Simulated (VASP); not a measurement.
# Li (P2_13) in VASP: a series of runs

Runs on Li. Level: PBEsol. Tasks: single point.

Program: VASP 6.6.1. These are calculated values, not measurements. Logs are shortened: lines on timing, memory, paths and dates and some standing lists are left out, and cuts for length are marked.

## (1) The cell of the first run

The structure is cubic, space group P2_13 (No. 198). The conventional cell has a = 4.454 Å, b = 4.454 Å, c = 4.454 Å, α = 90.00°, β = 90.00°, γ = 90.00°. Li (site symmetry 3) has 6 Li at 2.73 Å within 3.6 Å.

## (2) Single point, PBEsol

Input file INCAR:

```
  PREC = Accurate
  ENCUT = 520
  EDIFF = 1E-6
  ISMEAR = 1
  SIGMA = 0.1
  LREAL = F
  LASPH = T
  NELM = 100
  ALGO = Normal
  ISIF = 2
  LWAVE = F
  LCHARG = F
  GGA = PS
  NBANDS = 14
```

Input file KPOINTS:

```
regular mesh
0
Gamma
  5 5 5
```

Input file POSCAR:

```
Li
1.0
    4.4544403300      0.0000000000      0.0000000000
    0.0000000000      4.4544403300      0.0000000000
    0.0000000000      0.0000000000      4.4544403300
Li
4
Direct
    0.8745680000      0.1254320000      0.6254320000
    0.3745680000      0.3745680000      0.3745680000
    0.1254320000      0.6254320000      0.8745680000
    0.6254320000      0.8745680000      0.1254320000
```

Potentials or basis: VASP PAW PBE potentials, release 64 (Li_sv).

Command:

```console
$ cat potpaw_PBE.64/Li_sv/POTCAR > POTCAR
$ mpirun -np 1 vasp_std > vasp.out
```

OUTCAR:

```text
PREC = Accurate
   ENCUT = 520
   EDIFF = 1E-6
   ISMEAR = 1
   LREAL = F
   LASPH = T
   NELM = 100
   ISIF = 2
   GGA = PS

 ion  position               nearest neighbor table
   1  0.875  0.125  0.625-
   2  0.375  0.375  0.375-
   3  0.125  0.625  0.875-
   4  0.625  0.875  0.125-

  LATTYP: Found a simple cubic cell.
 ALAT       =     4.4544403300

  Lattice vectors:

 A1 = (   4.4544403300,   0.0000000000,   0.0000000000)
 A2 = (   0.0000000000,   4.4544403300,   0.0000000000)
 A3 = (   0.0000000000,   0.0000000000,   4.4544403300)

Analysis of symmetry for initial positions (statically):
=====================================================================
 Subroutine PRICEL returns:
 Original cell was already a primitive cell.

 Routine SETGRP: Setting up the symmetry group for a
 simple cubic supercell.

 Subroutine GETGRP returns: Found 12 space group operations
 (whereof  3 operations were pure point group operations)
 out of a pool of 48 trial point group operations.

The static configuration has the point symmetry C_3 .
 The point group associated with its full space group is T   .

Analysis of symmetry for dynamics (positions and initial velocities):
=====================================================================
 Subroutine PRICEL returns:
 Original cell was already a primitive cell.

 Routine SETGRP: Setting up the symmetry group for a
 simple cubic supercell.

 Subroutine GETGRP returns: Found 12 space group operations
 (whereof  3 operations were pure point group operations)
 out of a pool of 48 trial point group operations.

The dynamic configuration has the point symmetry C_3 .
 The point group associated with its full space group is T   .

 Subroutine INISYM returns: Found 12 space group operations
 (whereof  3 operations are pure point group operations),
 and found     1 'primitive' translations

----------------------------------------------------------------------------------------

                                     Primitive cell

  volume of cell :      88.3852

  direct lattice vectors                    reciprocal lattice vectors
     4.454440330  0.000000000  0.000000000     0.224495094  0.000000000  0.000000000
     0.000000000  4.454440330  0.000000000     0.000000000  0.224495094  0.000000000
     0.000000000  0.000000000  4.454440330     0.000000000  0.000000000  0.224495094

  length of vectors
     4.454440330  4.454440330  4.454440330     0.224495094  0.224495094  0.224495094

  position of ions in fractional coordinates (direct lattice)
     0.874568000  0.125432000  0.625432000
     0.374568000  0.374568000  0.374568000
     0.125432000  0.625432000  0.874568000
     0.625432000  0.874568000  0.125432000

  ion indices of the primitive-cell ions
   primitive index   ion index
                 1           1
                 2           2
                 3           3
                 4           4

----------------------------------------------------------------------------------------

 KPOINTS: regular mesh

Automatic generation of k-mesh.
 Grid dimensions read from file:
 generate k-points for:    5    5    5

 Generating k-lattice:

  Cartesian coordinates                     Fractional coordinates (reciprocal lattice)
     0.044899019  0.000000000  0.000000000     0.200000000  0.000000000  0.000000000
     0.000000000  0.044899019  0.000000000     0.000000000  0.200000000  0.000000000
     0.000000000  0.000000000  0.044899019     0.000000000  0.000000000  0.200000000

  Length of vectors
     0.044899019  0.044899019  0.044899019

  Shift w.r.t. Gamma in fractional coordinates (k-lattice)
     0.000000000  0.000000000  0.000000000

 Subroutine IBZKPT returns following result:
 ===========================================

 Found     11 irreducible k-points:

 Following reciprocal coordinates:
            Coordinates               Weight
  0.000000  0.000000  0.000000      1.000000
  0.200000  0.000000  0.000000      6.000000
  0.400000  0.000000  0.000000      6.000000
  0.200000  0.200000  0.000000     12.000000
  0.400000  0.200000  0.000000     12.000000
 -0.200000  0.400000  0.000000     12.000000
  0.400000  0.400000  0.000000     12.000000
  0.200000  0.200000  0.200000      8.000000
  0.400000  0.200000  0.200000     24.000000
  0.400000  0.400000  0.200000     24.000000
  0.400000  0.400000  0.400000      8.000000
   k-points           NKPTS =     11   k-points in BZ     NKDIM =     11   number of bands    NBANDS=     14
   number of dos      NEDOS =    301   number of ions     NIONS =      4
   total plane-waves  NPLWV =  46656
   dimension x,y,z NGX =    36 NGY =   36 NGZ =   36
   dimension x,y,z NGXF=    72 NGYF=   72 NGZF=   72
   ions per type =               4
   NGX,Y,Z   is equivalent  to a cutoff of  13.44, 13.44, 13.44 a.u.
   NGXF,Y,Z  is equivalent  to a cutoff of  26.87, 26.87, 26.87 a.u.
 SYSTEM =  unknown system
   PREC   = accura    normal or accurate (medium, high low for compatibility)
   ISTART =      0    job   : 0-new  1-cont  2-samecut
   ICHARG =      2    charge: 1-file 2-atom 10-const
   ISPIN  =      1    spin polarized calculation?
   LNONCOLLINEAR =      F non collinear calculations
   LSORBIT =      F    spin-orbit coupling
   LASPH  =      T    aspherical Exc in radial PAW
   ENCUT  =  520.0 eV  38.22 Ry    6.18 a.u.   8.28  8.28  8.28*2*pi/ulx,y,z
   NELM   =    100;   NELMIN=  2; NELMDL= -5     # of ELM steps
   EDIFF  = 0.1E-05   stopping-criterion for ELM
   LREAL  =      F    real-space projection
   EDIFFG = 0.1E-04   stopping-criterion for IOM
   NSW    =      0    number of steps for IOM
   IBRION =     -1    ionic relax: 0-MD 1-quasi-New 2-CG
   NFREE  =      0    steps in history (QN), initial steepest desc. (CG)
   ISIF   =      2    stress and relaxation
   ISYM   =      2    0-nonsym 1-usesym 2-fastsym
   POTIM  = 0.5000    time-step for ionic-motion
   TEBEG  =    0.0;   TEEND  =   0.0 temperature during run
   PSTRESS=    0.0 pullay stress
   NELECT =      12.0000    total number of electrons
   NUPDOWN=      -1.0000    fix difference up-down
   EMIN   =  10.00;   EMAX   =-10.00  energy-range for DOS
   EFERMI =   0.00;   METHOD = LEGACY
   ISMEAR =     1;   SIGMA  =   0.10  broadening in eV -4-tet -1-fermi 0-gaus
   EFERMI_NEDOS =   21; number of points for ismear=-14 and -15
   IALGO  =     38    algorithm
   IMIX   =      4    mixing-type and parameters
     AMIX     =   0.40;   BMIX     =  1.00
     AMIX_MAG =   1.60;   BMIX_MAG =  1.00
  volume/ion in A,a.u.               =      22.10       149.11
  Fermi-wavevector in a.u.,A,eV,Ry     =   0.841412  1.590038  9.632576  0.707974
  Thomas-Fermi vector in A             =   1.955952
   LORBIT       =      0    0 simple, 1 ext, 2 COOP (PROOUT), +10 PAW based schemes
   GGA     = PS    functional components
   LHFCALC =     F    Hartree Fock is set to
   AEXX    =    0.0000 exact exchange contribution
   IVDW    =     0    specifies the selected vdW correction
   LEPSILON=     F    determine dielectric tensor
   LRPA    =     F    only Hartree local field effects (RPA)
 non-spin polarized calculation
 Methfessel and Paxton  Order N= 1 SIGMA  =   0.10
  energy-cutoff  :      520.00
  volume of cell :       88.39
 maximum number of plane-waves:      2396
 NGX is ok and might be reduce to    36
   NGX = 17   NGY = 17   NGZ = 17

 number of electron      12.0000026 magnetization

 Free energy of the ion-electron system (eV)
  ---------------------------------------------------
  ext. energy  EPLUGINS =         0.00000000
  ---------------------------------------------------
  free energy    TOTEN  =        -6.79331313 eV

  energy without entropy =       -6.79211719  energy(sigma->0) =       -6.79291449

 E-fermi :   0.5812     XC(G=0):  -6.8026

 val. band max:        0.5633791332   @ k =   0.4000   0.4000   0.2000
 cond. band min:       0.7027472936   @ k =   0.2000   0.2000   0.0000
 fundamental gap:      0.1393681604
 Fermi energy:         0.5811982501

 k-point     1 :       0.0000    0.0000    0.0000
  band No.  band energies     occupation
      1     -46.0442      2.00000
      2     -46.0015      2.00000
      3     -46.0015      2.00000
      4     -46.0015      2.00000
      5      -3.0058      2.00000
      6       2.6939      0.00000
      7       2.6939      0.00000
      8       2.6939      0.00000
      9       2.8631      0.00000
     10       2.8631      0.00000
     11       2.8631      0.00000
     12       8.4613      0.00000
     13       8.4613      0.00000
     14       8.8092      0.00000

 k-point     2 :       0.2000    0.0000    0.0000
  band No.  band energies     occupation
      1     -46.0413      2.00000
      2     -46.0102      2.00000
      3     -46.0005      2.00000
      4     -45.9970      2.00000
      5      -2.7774      2.00000
      6       0.7173     -0.06620
      7       2.7287      0.00000
      8       2.7686      0.00000
      9       3.0995      0.00000
     10       3.1250      0.00000
     11       5.0679      0.00000
     12       6.9633      0.00000
     13       7.5700      0.00000
     14       7.6806      0.00000

 k-point     3 :       0.4000    0.0000    0.0000
  band No.  band energies     occupation
      1     -46.0328      2.00000
      2     -46.0214      2.00000
      3     -45.9983      2.00000
      4     -45.9964      2.00000
      5      -2.0864      2.00000
      6      -0.9231      2.00000
      7       2.8731      0.00000
      8       2.8977      0.00000
      9       3.7388      0.00000
     10       3.7879      0.00000
     11       5.6147      0.00000
     12       5.8750      0.00000
     13       6.1959      0.00000
     14       6.6845      0.00000

 k-point     4 :       0.2000    0.2000    0.0000
  band No.  band energies     occupation
      1     -46.0383      2.00000
      2     -46.0126      2.00000
      3     -46.0015      2.00000
      4     -45.9963      2.00000
      5      -2.5493      2.00000
      6       0.7027     -0.07089
      7       1.2066     -0.00000
      8       2.8664      0.00000
      9       3.1097      0.00000
     10       4.1924      0.00000
     11       5.7140      0.00000
     12       6.5416      0.00000
     13       6.9123      0.00000
     14       7.7343      0.00000

 k-point     5 :       0.4000    0.2000    0.0000
  band No.  band energies     occupation
      1     -46.0307      2.00000
      2     -46.0208      2.00000
      3     -45.9999      2.00000
      4     -45.9973      2.00000
      5      -1.8624      2.00000
      6      -0.7162      2.00000
      7       1.6340     -0.00000
      8       2.4690     -0.00000
      9       3.5665      0.00000
     10       3.9312      0.00000
     11       5.9370      0.00000
[... 55 lines left out ...]
 k-point     9 :       0.4000    0.2000    0.2000
  band No.  band energies     occupation
      1     -46.0287      2.00000
      2     -46.0199      2.00000
      3     -46.0016      2.00000
      4     -45.9985      2.00000
      5      -1.6382      2.00000
      6      -0.5055      2.00000
      7       1.6012     -0.00000
      8       1.8486     -0.00000
      9       3.1232      0.00000
     10       3.4420      0.00000
     11       5.2638      0.00000
     12       6.3092      0.00000
     13       7.6713      0.00000
     14       8.2732      0.00000

 k-point    10 :       0.4000    0.4000    0.2000
  band No.  band energies     occupation
      1     -46.0238      2.00000
      2     -46.0197      2.00000
      3     -46.0036      2.00000
      4     -46.0016      2.00000
      5      -0.9783      2.00000
      6      -0.1405      2.00000
      7       0.5634      1.29635
      8       1.2781     -0.00000
      9       2.9800      0.00000
     10       3.7117      0.00000
     11       4.1499      0.00000
     12       5.0510      0.00000
     13       8.8285      0.00000
     14       9.2357      0.00000

 k-point    11 :       0.4000    0.4000    0.4000
  band No.  band energies     occupation
      1     -46.0189      2.00000
      2     -46.0164      2.00000
      3     -46.0074      2.00000
      4     -46.0058      2.00000
      5      -0.3320      2.00000
      6       0.3779      2.01437
      7       0.7208     -0.06384
      8       1.0385     -0.00000
      9       2.6121      0.00000
     10       2.6557      0.00000
     11       2.7235      0.00000
     12       3.6151      0.00000
     13      10.8620      0.00000
     14      11.5839      0.00000

------------------------ aborting loop because EDIFF is reached ----------------------------------------

  FORCE on cell =-STRESS in cart. coord.  units (eV):
  Direction    XX          YY          ZZ          XY          YZ          ZX
  --------------------------------------------------------------------------------------
  -------------------------------------------------------------------------------------
  Total        0.1345390      0.1345390      0.1345390      0.0000000      0.0000000      0.0000000
  in kB        2.4388179      2.4388179      2.4388179      0.0000000      0.0000000      0.0000000
  external PRESSURE =       2.4388179 kB  Pullay stress =       0.0000000 kB

 VOLUME and BASIS-vectors are now :
 -----------------------------------------------------------------------------
  energy-cutoff  :      520.00
  volume of cell :       88.39
      direct lattice vectors                 reciprocal lattice vectors
     4.454440330  0.000000000  0.000000000     0.224495094  0.000000000  0.000000000
     0.000000000  4.454440330  0.000000000     0.000000000  0.224495094  0.000000000
     0.000000000  0.000000000  4.454440330     0.000000000  0.000000000  0.224495094

 POSITION                                       TOTAL-FORCE (eV/Angst)
 -----------------------------------------------------------------------------------
      3.89571      0.55873      2.78595        -0.002840      0.002840      0.002840
      1.66849      1.66849      1.66849        -0.002840     -0.002840     -0.002840
      0.55873      2.78595      3.89571         0.002840      0.002840     -0.002840
      2.78595      3.89571      0.55873         0.002840     -0.002840      0.002840
 -----------------------------------------------------------------------------------
    total drift:                               -0.000000     -0.000000      0.000000

  FREE ENERGIE OF THE ION-ELECTRON SYSTEM (eV)
  ---------------------------------------------------
  free  energy   TOTEN  =        -6.7933131349 eV

  energy  without entropy=       -6.7921171922  energy(sigma->0) =       -6.79291449
```

It took 24 s on 1 thread of AMD EPYC 7R13, shared host; peak memory 0.15 GiB.

Results:

```
Free energy            : -6.7933 eV
Largest force          : 0.005 eV/Å
Band gap on the k mesh : zero (band 6 reaches 2.69 eV, above the bottom of band 7 at 0.42 eV)
```

Forces on the atoms (eV/Å):
```
Li  -0.003  0.003  0.003
Li  -0.003 -0.003 -0.003
Li   0.003  0.003 -0.003
Li   0.003 -0.003  0.003
```

Levels at points of the mesh, in eV from the Fermi level:
```tsv
k point	band 4	band 5	band 6	band 7	band 8	band 9
(0.00, 0.00, 0.00)	-46.58	-3.59	2.11	2.11	2.11	2.28
```

Caveat: the cutoff is under 1.25 times the usual one of these potentials, so pressure, stress and relaxed cells hold a basis-set (Pulay) error; the PAW data sets were made with another functional, which shifts forces and pressure a little.

(Continued in part 2 of 2.)
